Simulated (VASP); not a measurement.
# Be (P6_3/mmc) in VASP: single point with r2SCAN

Aim: the single point of Be with r2SCAN.

Program: VASP 6.6.1. These are calculated values, not measurements. Logs are shortened: lines on timing, memory, paths and dates and some standing lists are left out, and cuts for length are marked.

## Step 1: The cell of the first run

It takes space group P6_3/mmc (No. 194, hexagonal). Conventional cell: a = 2.266 Å, b = 2.266 Å, c = 3.556 Å, α = 90.00°, β = 90.00°, γ = 120.00°. Within 2.9 Å of Be (site symmetry -6m2) lie 12 Be at 2.21 to 2.27 Å.

## Step 2: Single point, r2SCAN

POSCAR reads:

```
Be
1.0
    2.2661622181      0.0000000000      0.0000000000
   -1.1330811091      1.9625540500      0.0000000000
    0.0000000000      0.0000000000      3.5555129365
Be
2
Direct
    0.3333333333      0.6666666667      0.7500000000
    0.6666666667      0.3333333333      0.2500000000
```

INCAR.step1 reads:

```
PREC = Accurate
ENCUT = 520
ISMEAR = 0
SIGMA = 0.05
LREAL = F
LASPH = T
NELM = 80
NBANDS = 9
GGA = PE
ALGO = Normal
EDIFF = 1E-4
LWAVE = T
LCHARG = F
```

INCAR.step2 reads:

```
PREC = Accurate
ENCUT = 520
EDIFF = 1E-6
ISMEAR = 0
SIGMA = 0.05
LREAL = F
LASPH = T
NELM = 80
ALGO = Normal
ISIF = 2
LWAVE = F
LCHARG = T
METAGGA = R2SCAN
LMIXTAU = T
LELF = T
LVHAR = T
NBANDS = 9
ISTART = 1
```

KPOINTS reads:

```
Automatic mesh
0
Gamma
  20 20 12
```

Potentials or basis: VASP PAW PBE potentials, release 64 (Be).

Started as:

```console
cat potpaw_PBE.64/Be/POTCAR > POTCAR
cp INCAR.step1 INCAR
mpirun -np 1 vasp_std > vasp.out
cp INCAR.step2 INCAR
mpirun -np 1 vasp_std > vasp.out
```

OUTCAR:

```text
PREC = Accurate
   ENCUT = 520
   EDIFF = 1E-6
   ISMEAR = 0
   LREAL = F
   LASPH = T
   NELM = 80
   ISIF = 2
   METAGGA = R2SCAN
   ISTART = 1

 ion  position               nearest neighbor table
   1  0.333  0.667  0.750-   2 2.21   2 2.21   2 2.21   2 2.21   2 2.21   2 2.21
   2  0.667  0.333  0.250-   1 2.21   1 2.21   1 2.21   1 2.21   1 2.21   1 2.21

  LATTYP: Found a hexagonal cell.
 ALAT       =     2.2661622181
 C/A-ratio  =     1.5689578213

  Lattice vectors:

 A1 = (   2.2661622181,   0.0000000000,   0.0000000000)
 A2 = (  -1.1330811091,   1.9625540500,   0.0000000000)
 A3 = (   0.0000000000,   0.0000000000,   3.5555129365)

Analysis of symmetry for initial positions (statically):
=====================================================================
 Subroutine PRICEL returns:
 Original cell was already a primitive cell.

 Routine SETGRP: Setting up the symmetry group for a
 hexagonal supercell.

 Subroutine GETGRP returns: Found 24 space group operations
 (whereof 12 operations were pure point group operations)
 out of a pool of 24 trial point group operations.

The static configuration has the point symmetry D_3d.
 The point group associated with its full space group is D_6h.

Analysis of symmetry for dynamics (positions and initial velocities):
=====================================================================
 Subroutine PRICEL returns:
 Original cell was already a primitive cell.

 Routine SETGRP: Setting up the symmetry group for a
 hexagonal supercell.

 Subroutine GETGRP returns: Found 24 space group operations
 (whereof 12 operations were pure point group operations)
 out of a pool of 24 trial point group operations.

The dynamic configuration has the point symmetry D_3d.
 The point group associated with its full space group is D_6h.

 Subroutine INISYM returns: Found 24 space group operations
 (whereof 12 operations are pure point group operations),
 and found     1 'primitive' translations

----------------------------------------------------------------------------------------

                                     Primitive cell

  volume of cell :      15.8130

  direct lattice vectors                    reciprocal lattice vectors
     2.266162218  0.000000000  0.000000000     0.441274677  0.254770053  0.000000000
    -1.133081109  1.962554050  0.000000000     0.000000000  0.509540107  0.000000000
     0.000000000  0.000000000  3.555512936     0.000000000  0.000000000  0.281253371

  length of vectors
     2.266162218  2.266162218  3.555512936     0.509540107  0.509540107  0.281253371

  position of ions in fractional coordinates (direct lattice)
     0.333333333  0.666666667  0.750000000
     0.666666667  0.333333333  0.250000000

  ion indices of the primitive-cell ions
   primitive index   ion index
                 1           1
                 2           2

----------------------------------------------------------------------------------------

 KPOINTS: Automatic mesh

Automatic generation of k-mesh.
 Grid dimensions read from file:
 generate k-points for:   20   20   12

 Generating k-lattice:

  Cartesian coordinates                     Fractional coordinates (reciprocal lattice)
     0.022063734  0.012738503  0.000000000     0.050000000 -0.000000000  0.000000000
     0.000000000  0.025477005  0.000000000     0.000000000  0.050000000  0.000000000
     0.000000000  0.000000000  0.023437781     0.000000000  0.000000000  0.083333333

  Length of vectors
     0.025477005  0.025477005  0.023437781

  Shift w.r.t. Gamma in fractional coordinates (k-lattice)
     0.000000000  0.000000000  0.000000000

 Subroutine IBZKPT returns following result:
 ===========================================

 Found    308 irreducible k-points:

 Following reciprocal coordinates:
            Coordinates               Weight
  0.000000  0.000000  0.000000      1.000000
  0.050000  0.000000  0.000000      6.000000
  0.100000  0.000000  0.000000      6.000000
  0.150000 -0.000000  0.000000      6.000000
  0.200000  0.000000  0.000000      6.000000
  0.250000  0.000000  0.000000      6.000000
[... 16 lines left out ...]
  0.200000  0.100000  0.000000     12.000000
  0.250000  0.100000  0.000000     12.000000
 [... further k-points ...]
   k-points           NKPTS =    308   k-points in BZ     NKDIM =    308   number of bands    NBANDS=      9
   number of dos      NEDOS =    301   number of ions     NIONS =      2
   total plane-waves  NPLWV =   9072
   dimension x,y,z NGX =    18 NGY =   18 NGZ =   28
   dimension x,y,z NGXF=    36 NGYF=   36 NGZF=   56
   ions per type =               2
   NGX,Y,Z   is equivalent  to a cutoff of  13.20, 13.20, 13.09 a.u.
   NGXF,Y,Z  is equivalent  to a cutoff of  26.41, 26.41, 26.18 a.u.
 SYSTEM =  unknown system
   PREC   = accura    normal or accurate (medium, high low for compatibility)
   ISTART =      1    job   : 0-new  1-cont  2-samecut
   ICHARG =      0    charge: 1-file 2-atom 10-const
   ISPIN  =      1    spin polarized calculation?
   LNONCOLLINEAR =      F non collinear calculations
   LSORBIT =      F    spin-orbit coupling
   LASPH  =      T    aspherical Exc in radial PAW
   ENCUT  =  520.0 eV  38.22 Ry    6.18 a.u.   4.21  4.21  6.61*2*pi/ulx,y,z
   NELM   =     80;   NELMIN=  2; NELMDL=  0     # of ELM steps
   EDIFF  = 0.1E-05   stopping-criterion for ELM
   LREAL  =      F    real-space projection
   EDIFFG = 0.1E-04   stopping-criterion for IOM
   NSW    =      0    number of steps for IOM
   IBRION =     -1    ionic relax: 0-MD 1-quasi-New 2-CG
   NFREE  =      0    steps in history (QN), initial steepest desc. (CG)
   ISIF   =      2    stress and relaxation
   ISYM   =      2    0-nonsym 1-usesym 2-fastsym
   POTIM  = 0.5000    time-step for ionic-motion
   TEBEG  =    0.0;   TEEND  =   0.0 temperature during run
   PSTRESS=    0.0 pullay stress
   NELECT =       4.0000    total number of electrons
   NUPDOWN=      -1.0000    fix difference up-down
   EMIN   =  10.00;   EMAX   =-10.00  energy-range for DOS
   EFERMI =   0.00;   METHOD = LEGACY
   ISMEAR =     0;   SIGMA  =   0.05  broadening in eV -4-tet -1-fermi 0-gaus
   EFERMI_NEDOS =   21; number of points for ismear=-14 and -15
   IALGO  =     38    algorithm
   IMIX   =      4    mixing-type and parameters
     AMIX     =   0.40;   BMIX     =  1.00
     AMIX_MAG =   1.60;   BMIX_MAG =  1.00
  volume/ion in A,a.u.               =       7.91        53.36
  Fermi-wavevector in a.u.,A,eV,Ry     =   1.035356  1.956540 14.584940  1.071963
  Thomas-Fermi vector in A             =   2.169696
   LORBIT       =      0    0 simple, 1 ext, 2 COOP (PROOUT), +10 PAW based schemes
   METAGGA = R2SCAN    functional components
   LHFCALC =     F    Hartree Fock is set to
   AEXX    =    0.0000 exact exchange contribution
   IVDW    =     0    specifies the selected vdW correction
   LEPSILON=     F    determine dielectric tensor
   LRPA    =     F    only Hartree local field effects (RPA)
 non-spin polarized calculation
 Gauss-broadening in eV      SIGMA  =   0.05
  energy-cutoff  :      520.00
  volume of cell :       15.81
 maximum number of plane-waves:       446
 NGX is ok and might be reduce to    18
   NGX =  9   NGY =  9   NGZ = 13

 number of electron       4.0000000 magnetization

 Free energy of the ion-electron system (eV)
  ---------------------------------------------------
  ext. energy  EPLUGINS =         0.00000000
  ---------------------------------------------------
  free energy    TOTEN  =        -8.68106949 eV

  energy without entropy =       -8.68082741  energy(sigma->0) =       -8.68094845

 E-fermi :   7.0252     XC(G=0): -11.2607

 val. band max:        6.9960859239   @ k =   0.3500   0.3000   0.4167
 cond. band min:       7.0351330987   @ k =   0.3000   0.2000   0.0000
 fundamental gap:      0.0390471748
 Fermi energy:         7.0251546716

 k-point     1 :       0.0000    0.0000    0.0000
  band No.  band energies     occupation
      1      -5.1118      2.00000
      2       2.4129      2.00000
      3       8.2540      0.00000
      4      24.3832      0.00000
      5      24.3832      0.00000
      6      27.4360      0.00000
      7      27.4360      0.00000
      8      29.8934      0.00000
      9      35.5465      0.00000

 k-point     2 :       0.0500    0.0000    0.0000
  band No.  band energies     occupation
      1      -5.0343      2.00000
      2       2.5129      2.00000
      3       8.2800      0.00000
      4      23.6934      0.00000
      5      23.8617      0.00000
      6      27.4481      0.00000
      7      27.7516      0.00000
      8      29.7387      0.00000
      9      34.2960      0.00000

 k-point     3 :       0.1000    0.0000    0.0000
  band No.  band energies     occupation
      1      -4.8017      2.00000
      2       2.8128      2.00000
      3       8.3538      0.00000
      4      21.9879      0.00000
      5      22.7905      0.00000
      6      27.4275      0.00000
      7      28.1438      0.00000
      8      29.2063      0.00000
      9      32.2999      0.00000

 k-point     4 :       0.1500   -0.0000    0.0000
  band No.  band energies     occupation
      1      -4.4138      2.00000
      2       3.3118      2.00000
      3       8.4594      0.00000
      4      19.8443      0.00000
      5      21.6284      0.00000
      6      27.2726      0.00000
      7      28.1197      0.00000
      8      28.1374      0.00000
      9      30.1499      0.00000

 k-point     5 :       0.2000    0.0000    0.0000
  band No.  band energies     occupation
      1      -3.8707      2.00000
      2       4.0086      2.00000
      3       8.5541      0.00000
      4      17.6555      0.00000
      5      20.5329      0.00000
      6      26.3725      0.00000
      7      26.5463      0.00000
      8      27.7700      0.00000
      9      28.5459      0.00000

 k-point     6 :       0.2500    0.0000    0.0000
  band No.  band energies     occupation
      1      -3.1730      2.00000
      2       4.9008      2.00000
      3       8.5325      0.00000
      4      15.7038      0.00000
      5      19.5643      0.00000
      6      24.1417      0.00000
      7      24.8129      0.00000
      8      27.2381      0.00000
      9      28.0586      0.00000
[... 169 lines left out ...]
 k-point    21 :       0.1000    0.1000    0.0000
  band No.  band energies     occupation
      1      -4.1807      2.00000
      2       3.6107      2.00000
      3       8.5240      0.00000
      4      19.3471      0.00000
      5      20.1651      0.00000
      6      27.3110      0.00000
      7      27.5762      0.00000
      8      27.6181      0.00000
      9      31.2871      0.00000

 k-point    22 :       0.1500    0.1000    0.0000
  band No.  band energies     occupation
      1      -3.6369      2.00000
      2       4.3067      2.00000
      3       8.6272      0.00000
      4      17.3201      0.00000
      5      19.0064      0.00000
      6      26.0496      0.00000
      7      26.5191      0.00000
      8      26.9903      0.00000
      9      30.6701      0.00000

 k-point    23 :       0.2000    0.1000    0.0000
  band No.  band energies     occupation
      1      -2.9379      2.00000
      2       5.1977      2.00000
      3       8.6453      0.00000
      4      15.3391      0.00000
      5      18.0229      0.00000
      6      24.0640      0.00000
      7      25.1214      0.00000
      8      26.4437      0.00000
      9      30.1438      0.00000

 k-point    24 :       0.2500    0.1000    0.0000
  band No.  band energies     occupation
      1      -2.0857      2.00000
      2       6.2791      2.00000
      3       8.3742      0.00000
      4      13.8020      0.00000
      5      17.1462      0.00000
      6      21.8019      0.00000
      7      23.5987      0.00000
      8      25.9231      0.00000
      9      29.2890      0.00000

 [... further k-points ...]
[... 5 lines left out ...]
  --------------------------------------------------------------------------------------
  -------------------------------------------------------------------------------------
  Total        0.0289240      0.0289240      0.0278917     -0.0000000      0.0000000      0.0000000
  in kB        2.9305858      2.9305858      2.8259951     -0.0000000      0.0000000      0.0000000
  external PRESSURE =       2.8957223 kB  Pullay stress =       0.0000000 kB

 VOLUME and BASIS-vectors are now :
 -----------------------------------------------------------------------------
  energy-cutoff  :      520.00
  volume of cell :       15.81
      direct lattice vectors                 reciprocal lattice vectors
     2.266162218  0.000000000  0.000000000     0.441274677  0.254770053  0.000000000
    -1.133081109  1.962554050  0.000000000     0.000000000  0.509540107  0.000000000
     0.000000000  0.000000000  3.555512936     0.000000000  0.000000000  0.281253371

 POSITION                                       TOTAL-FORCE (eV/Angst)
 -----------------------------------------------------------------------------------
     -0.00000      1.30837      2.66663        -0.000000      0.000000      0.000000
      1.13308      0.65418      0.88888         0.000000     -0.000000      0.000000
 -----------------------------------------------------------------------------------
    total drift:                                0.000000     -0.000000      0.000000

  FREE ENERGIE OF THE ION-ELECTRON SYSTEM (eV)
  ---------------------------------------------------
  free  energy   TOTEN  =        -8.6810694884 eV

  energy  without entropy=       -8.6808274108  energy(sigma->0) =       -8.68094845
```

It took 87 s on 1 thread of AMD EPYC 7R13 (Zen 3), shared host; peak memory 0.12 GiB.

What came out:

```yaml
Free_energy: -8.6811 eV
Pressure: 0.3 GPa
Band_gap_on_the_k_mesh: zero (band 2 reaches 8.21 eV, above the bottom of band 3 at 6.67 eV)
```

Caveat: the PAW data sets were made with another functional, which shifts forces and pressure a little.
